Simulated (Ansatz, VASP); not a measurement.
One calculation of Rb, two programs

```
CELL_PARAMETERS angstrom
4.96635 0.00000 0.00000
-2.48317 4.30098 0.00000
0.00000 0.00000 8.09726
ATOMIC_POSITIONS crystal
Rb 0.33333 0.66667 0.25000
Rb 0.66667 0.33333 0.75000
```

Alike in both runs: task relaxation of cell and atoms; functional PBEsol; k mesh 12 × 12 × 6; occupations gaussian, width 0.1 eV; no spin polarisation.

```csv
,VASP,Ansatz
version,VASP 6.6.1,Ansatz 0.2.0
potentials or method,"VASP PAW PBE potentials, release 64 (Rb_sv), cutoff 600 eV","scalar-relativistic, plane waves, PAW"
valence electrons in the cell,18,18
```

```csv
,VASP,Ansatz,Ansatz less VASP
"gap on the k mesh at the Fermi level, each at its own relaxed structure (eV)",none,none,-
relaxed volume (Å³/atom),86.48,86.48,0.000
relaxed cell length with the largest relative difference (Å),4.966,4.966,0.0000
```

VASP's potentials were made for PBE, not for PBEsol. A gap of «none» marks a metal or a gap that the smearing closes.

Noted on VASP's run: the relaxation stopped at its first step, so nothing moved.
